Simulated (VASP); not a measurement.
# N2 in VASP: a series of runs

The runs below take N2 through single point, relaxation of the atoms, with LDA.

All numbers are computed with VASP 6.6.1; they aren't measurements. Logs are shortened: lines on timing, memory, paths and dates and some standing lists are left out, and cuts for length are marked.

## (1) The cell of the first run

The cell holds a molecule in a box, 2 atoms: a = 9.000 Å, b = 9.500 Å, c = 10.000 Å, α = 90.00°, β = 90.00°, γ = 90.00°.

## (2) Single point, LDA

INCAR

```
SYSTEM = N
ALGO = Normal
EDIFF = 1E-6
ENCUT = 520
ISIF = 2
ISMEAR = 1
LASPH = .True.
LCHARG = .True.
LELF = .True.
LREAL = .False.
LVHAR = .True.
LWAVE = .False.
NBANDS = 12
NELM = 60
PREC = Accurate
SIGMA = 0.02
```

KPOINTS

```
k-points
0
Gamma
  1 1 1
  0 0 0
```

POSCAR

```
N
1.0
    9.0000000000      0.0000000000      0.0000000000
    0.0000000000      9.5000000000      0.0000000000
    0.0000000000      0.0000000000     10.0000000000
N
2
Direct
    0.5000000000      0.5000000000      0.4453355776
    0.5000000000      0.5000000000      0.5546644224
```

Potentials or basis: VASP PAW LDA potentials, release 64 (N).

Launch:

```console
$ cat potpaw_LDA.64/N/POTCAR > POTCAR
$ mpirun -np 1 vasp_gam > vasp.out
```

OUTCAR:

```text
SYSTEM = N
   EDIFF = 1E-6
   ENCUT = 520
   ISIF = 2
   ISMEAR = 1
   LASPH = .True.
   LREAL = .False.
   NELM = 60
   PREC = Accurate

 ion  position               nearest neighbor table
   1  0.500  0.500  0.445-   2 1.09
   2  0.500  0.500  0.555-   1 1.09

  LATTYP: Found a simple orthorhombic cell.
 ALAT       =     9.0000000000
 B/A-ratio  =     1.0555555556
 C/A-ratio  =     1.1111111111

  Lattice vectors:

 A1 = (   9.0000000000,   0.0000000000,   0.0000000000)
 A2 = (   0.0000000000,   9.5000000000,   0.0000000000)
 A3 = (   0.0000000000,   0.0000000000,  10.0000000000)

Analysis of symmetry for initial positions (statically):
=====================================================================
 Subroutine PRICEL returns:
 Original cell was already a primitive cell.

 Routine SETGRP: Setting up the symmetry group for a
 simple orthorhombic supercell.

 Subroutine GETGRP returns: Found  8 space group operations
 (whereof  8 operations were pure point group operations)
 out of a pool of  8 trial point group operations.

The static configuration has the point symmetry D_2h.

Analysis of symmetry for dynamics (positions and initial velocities):
=====================================================================
 Subroutine PRICEL returns:
 Original cell was already a primitive cell.

 Routine SETGRP: Setting up the symmetry group for a
 simple orthorhombic supercell.

 Subroutine GETGRP returns: Found  8 space group operations
 (whereof  8 operations were pure point group operations)
 out of a pool of  8 trial point group operations.

The dynamic configuration has the point symmetry D_2h.

 Subroutine INISYM returns: Found  8 space group operations
 (whereof  8 operations are pure point group operations),
 and found     1 'primitive' translations

----------------------------------------------------------------------------------------

                                     Primitive cell

  volume of cell :     855.0000

  direct lattice vectors                    reciprocal lattice vectors
     9.000000000  0.000000000  0.000000000     0.111111111  0.000000000  0.000000000
     0.000000000  9.500000000  0.000000000     0.000000000  0.105263158  0.000000000
     0.000000000  0.000000000 10.000000000     0.000000000  0.000000000  0.100000000

  length of vectors
[... 55 lines left out ...]
   LASPH  =      T    aspherical Exc in radial PAW
   ENCUT  =  520.0 eV  38.22 Ry    6.18 a.u.  16.73 17.66 18.59*2*pi/ulx,y,z
   NELM   =     60;   NELMIN=  2; NELMDL= -5     # of ELM steps
   EDIFF  = 0.1E-05   stopping-criterion for ELM
   LREAL  =      F    real-space projection
   EDIFFG = 0.1E-04   stopping-criterion for IOM
   NSW    =      0    number of steps for IOM
   IBRION =     -1    ionic relax: 0-MD 1-quasi-New 2-CG
   NFREE  =      0    steps in history (QN), initial steepest desc. (CG)
   ISIF   =      2    stress and relaxation
   ISYM   =      2    0-nonsym 1-usesym 2-fastsym
   POTIM  = 0.5000    time-step for ionic-motion
   TEBEG  =    0.0;   TEEND  =   0.0 temperature during run
   PSTRESS=    0.0 pullay stress
   NELECT =      10.0000    total number of electrons
   NUPDOWN=      -1.0000    fix difference up-down
   EMIN   =  10.00;   EMAX   =-10.00  energy-range for DOS
   EFERMI =   0.00;   METHOD = LEGACY
   ISMEAR =     1;   SIGMA  =   0.02  broadening in eV -4-tet -1-fermi 0-gaus
   EFERMI_NEDOS =   21; number of points for ismear=-14 and -15
   IALGO  =     38    algorithm
   IMIX   =      4    mixing-type and parameters
     AMIX     =   0.40;   BMIX     =  1.00
     AMIX_MAG =   1.60;   BMIX_MAG =  1.00
  volume/ion in A,a.u.               =     427.50      2884.91
  Fermi-wavevector in a.u.,A,eV,Ry     =   0.371609  0.702239  1.878872  0.138093
  Thomas-Fermi vector in A             =   1.299861
   LORBIT       =      0    0 simple, 1 ext, 2 COOP (PROOUT), +10 PAW based schemes
   GGA     = CA    functional components
   LHFCALC =     F    Hartree Fock is set to
   AEXX    =    0.0000 exact exchange contribution
   IVDW    =     0    specifies the selected vdW correction
   LEPSILON=     F    determine dielectric tensor
   LRPA    =     F    only Hartree local field effects (RPA)
 non-spin polarized calculation
 Methfessel and Paxton  Order N= 1 SIGMA  =   0.02
  energy-cutoff  :      520.00
  volume of cell :      855.00
 maximum number of plane-waves:     11510
 NGX is ok and might be reduce to    70
   NGX = 33   NGY = 35   NGZ = 37

 number of electron      10.0000000 magnetization

 Free energy of the ion-electron system (eV)
  ---------------------------------------------------
  ext. energy  EPLUGINS =         0.00000000
  ---------------------------------------------------
  free energy    TOTEN  =       -17.48146210 eV

  energy without entropy =      -17.48262168  energy(sigma->0) =      -17.48184862

 E-fermi : -10.1796     XC(G=0):  -0.6589

 val. band max:      -10.1964298190   @ k =   0.0000   0.0000   0.0000
 cond. band min:      -1.9894068162   @ k =   0.0000   0.0000   0.0000
 fundamental gap:      8.2070230029
 Fermi energy:       -10.1795921747

 k-point     1 :       0.0000    0.0000    0.0000
  band No.  band energies     occupation
      1     -28.3409      2.00000
      2     -13.1778      2.00000
      3     -11.7871      2.00000
      4     -11.7871      2.00000
      5     -10.1964      2.00000
      6      -1.9894      0.00000
      7      -1.9890      0.00000
      8      -0.1423      0.00000
      9       1.2614      0.00000
     10       1.3194      0.00000
     11       1.3224      0.00000
     12       1.4905      0.00000

------------------------ aborting loop because EDIFF is reached ----------------------------------------

  FORCE on cell =-STRESS in cart. coord.  units (eV):
  Direction    XX          YY          ZZ          XY          YZ          ZX
  --------------------------------------------------------------------------------------
  -------------------------------------------------------------------------------------
  Total       -0.0365202     -0.0354696      1.6389773     -0.0000000      0.0000000      0.0000000
  in kB       -0.0684349     -0.0664662      3.0712658     -0.0000000      0.0000000      0.0000000
  external PRESSURE =       0.9787882 kB  Pullay stress =       0.0000000 kB

 VOLUME and BASIS-vectors are now :
 -----------------------------------------------------------------------------
  energy-cutoff  :      520.00
  volume of cell :      855.00
      direct lattice vectors                 reciprocal lattice vectors
     9.000000000  0.000000000  0.000000000     0.111111111  0.000000000  0.000000000
     0.000000000  9.500000000  0.000000000     0.000000000  0.105263158  0.000000000
     0.000000000  0.000000000 10.000000000     0.000000000  0.000000000  0.100000000

 POSITION                                       TOTAL-FORCE (eV/Angst)
 -----------------------------------------------------------------------------------
      4.50000      4.75000      4.45336         0.000000      0.000000     -1.527771
      4.50000      4.75000      5.54664         0.000000      0.000000      1.527771
 -----------------------------------------------------------------------------------
    total drift:                                0.000000      0.000000      0.000000

  FREE ENERGIE OF THE ION-ELECTRON SYSTEM (eV)
  ---------------------------------------------------
  free  energy   TOTEN  =       -17.4814620956 eV

  energy  without entropy=      -17.4826216767  energy(sigma->0) =      -17.48184862
```

stdout:

```text
POSCAR found type information on POSCAR N
 POSCAR found :  1 types and       2 ions
 scaLAPACK will be used
 LDA part: xc-table for (Slater(with rela. corr.)+CA(PZ))
 , standard interpolation
 POSCAR, INCAR and KPOINTS ok, starting setup
 FFT: planning ... GRIDC
 FFT: planning ... GRID_SOFT
 FFT: planning ... GRID
 WAVECAR not read
 entering main loop
```

Run time: 41 s. Hardware: 1 thread of AMD EPYC 7R13, shared host; peak memory 0.46 GiB.

Results:

| Property | Result |
| --- | --- |
| Free energy | -17.4815 eV |
| Largest force | 1.528 eV/Å |
| Gap between the frontier levels | 8.21 eV |

Forces on the atoms (eV/Å):
```
N    0.000  0.000 -1.528
N    0.000  0.000  1.528
```

Caveat: the standard files for N, O and F lose accuracy on very short bonds.

## (3) Relaxation of the atoms, LDA

INCAR

```
SYSTEM = N
PREC     = Accurate       ! precision mode
ENCUT    = 520            ! plane-wave cutoff, eV
EDIFF    = 1E-6           ! SCF threshold, eV
ISMEAR   = 1              ! smearing method
SIGMA    = 0.02           ! smearing width, eV
LREAL    = .FALSE.        ! projectors in reciprocal space
LASPH    = .TRUE.         ! aspherical terms in the spheres
NELM     = 100            ! most SCF steps
ALGO     = Normal         ! electronic algorithm
ISIF     = 2              ! what is computed and relaxed
LWAVE    = .FALSE.        ! write WAVECAR
LCHARG   = .FALSE.        ! write CHGCAR
GGA      = CA             ! functional
IBRION   = 2              ! ionic algorithm
NSW      = 80             ! ionic steps
EDIFFG   = -0.02          ! ionic threshold
```

KPOINTS

```
Automatic mesh
0
G
  1 1 1
  0 0 0
```

POSCAR

```
N
1.0
    9.0000000000      0.0000000000      0.0000000000
    0.0000000000      9.5000000000      0.0000000000
    0.0000000000      0.0000000000     10.0000000000
N
2
Direct
    0.5000000000      0.5000000000      0.4445000000
    0.5000000000      0.5000000000      0.5555000000
```

Potentials or basis: VASP PAW LDA potentials, release 64 (N).

Launch:

```console
$ cat potpaw_LDA.64/N/POTCAR > POTCAR
$ mpirun -np 1 vasp_gam > vasp.out
```

It took 58 s on 1 thread of AMD EPYC 7R13, shared host; peak memory 0.49 GiB.

Results (log left out):

```yaml
Free_energy: -17.4887 eV
Energy_gained_by_relaxing: 1.9 meV/atom
Ionic_steps: 4
Gap_between_the_frontier_levels: 8.09 eV
```

Forces on the atoms (eV/Å):
```
N    0.000  0.000 -0.003
N    0.000  0.000  0.003
```

The path:
| step | energy change (eV) | largest force (eV/Å) | pressure (GPa) |
| --- | --- | --- | --- |
| 1 | 0.0000 | 1.0583 | -0.08 |
| 2 | 0.8862 | 21.1637 | 1.32 |
| 3 | -0.0038 | 0.0479 | 0.00 |
| 4 | -0.0038 | 0.0025 | -0.01 |

Final structure:
```cif
data_structure
_symmetry_space_group_name_H-M 'P 1'
_symmetry_Int_Tables_number 1
_cell_length_a 9.0000
_cell_length_b 9.5000
_cell_length_c 10.0000
_cell_angle_alpha 90.000
_cell_angle_beta 90.000
_cell_angle_gamma 90.000
_cell_volume 855.00
loop_
_atom_site_label
_atom_site_type_symbol
_atom_site_fract_x
_atom_site_fract_y
_atom_site_fract_z
_atom_site_occupancy
N1 N 0.50000 0.50000 0.44485 1
N2 N 0.50000 0.50000 0.55515 1
```

Levels at points of the mesh, in eV from the valence-band top:
| k point | band 3 | band 4 | band 5 | band 6 | band 7 | band 8 |
| --- | --- | --- | --- | --- | --- | --- |
| (0.00, 0.00, 0.00) | -1.52 | -1.52 | 0.00 | 8.09 | 8.09 | 10.04 |

Caveat: the standard files for N, O and F lose accuracy on very short bonds.
